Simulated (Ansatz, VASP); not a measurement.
Si in VASP and in Ansatz

```
Si
1.0
     4.41388    0.00000    0.00000
    -2.20694    3.82253    0.00000
     0.00000    0.00000    2.52760
Si
3
Direct
  0.00000 0.00000 0.00000
  0.33333 0.66667 0.50000
  0.66667 0.33333 0.50000
```

Alike in both runs: task single point; functional PBE; k mesh 9 × 9 × 14; occupations fermi-dirac, width 0.1 eV; no spin polarisation.

```csv
,VASP,Ansatz
version,VASP 6.6.1,Ansatz 0.2.0
potentials or method,"VASP PAW PBE potentials, release 64 (Si), cutoff 520 eV","plane waves (420 eV) with PAW, scalar-relativistic"
valence electrons in the cell,12,12
```

Ansatz gave:

```
pressure (GPa)                                                : 4.1
traceless stress, the component that is largest in VASP (GPa) : 2.50
```

Q: Estimate VASP's values.

A: Pressure (GPa): 4.1; traceless stress, the component that is largest in VASP (GPa): 2.49.
